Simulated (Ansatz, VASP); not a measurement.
## Two plane-wave programs on AlIr

The input INCAR:

```
SYSTEM = AlIr
PREC = Accurate
ENCUT = 560
EDIFF = 1E-6
ISMEAR = -1
SIGMA = 0.03
LREAL = .False.
LASPH = .True.
NELM = 200
ALGO = Normal
ISIF = 2
LWAVE = .False.
LCHARG = .True.
ISPIN = 2
MAGMOM = 0 0.8
LORBIT = 11
LMAXMIX = 4
GGA = CA
LELF = .True.
LVHAR = .True.
NBANDS = 21
GGA_COMPAT = .False.
```

File KPOINTS:

```
Automatic mesh
0
Gamma
  11 11 11
  0 0 0
```

The input POSCAR:

```
AlIr
1.0
    2.9945548500      0.0000000000      0.0000000000
    0.0000000000      2.9945548500      0.0000000000
    0.0000000000      0.0000000000      2.9945548500
Al Ir
1 1
Direct
    0.0000000000      0.0000000000      0.0000000000
    0.5000000000      0.5000000000      0.5000000000
```

Input for Ansatz:

```yaml
crystal:
  lattice:
    - [2.99455485, 0.0, 0.0]
    - [0.0, 2.99455485, 0.0]
    - [0.0, 0.0, 2.99455485]
  atoms:
    - { symbol: Al, position: [0.0, 0.0, 0.0] }
    - { symbol: Ir, position: [0.5, 0.5, 0.5], spin: 0.8 }
magnetization:
  spin_polarized: true
kpoints:
  mp_grid: { grid: [11, 11, 11] }
scf:
  occupations: { method: fermi_dirac, width: 0.03 }
  lower_state_search: "off"
hamiltonian:
  xc: lda
  pseudopotentials: { kind: paw }
output:
  forces: true
  stress: true
  eigenvalues: true
  populations: true
  dos: { projected: true, de: 0.1, e_range: [-8, 5] }
  write_density: true
  write_potential: true
  elf: true
  volumetric_format: npy
```

Alike in both runs: task single point; functional LDA; k mesh 11 × 11 × 11; occupations fermi-dirac, width 0.03 eV; collinear spin.

```csv
,VASP,Ansatz
version,VASP 6.6.1,Ansatz 0.2.0
potentials or method,"VASP PAW LDA potentials, release 64 (Al, Ir_sv_GW)","PAW with Ansatz's default frozen-core files, scalar-relativistic"
plane-wave cutoff (eV),560,420
valence electrons in the cell,20,20
```

|  | VASP | Ansatz | Ansatz less VASP |
| --- | --- | --- | --- |
| pressure (GPa) | -6.5 | -6.3 | +0.19 |
| net moment per atom (μB) | 0.00 | 0.00 | 0.000 |

LDA's correlation is that of Perdew and Zunger in VASP and of Perdew and Wang (1992) in Ansatz. Ansatz's warnings: seeded moment not kept.

Spin-orbit coupling is off throughout.
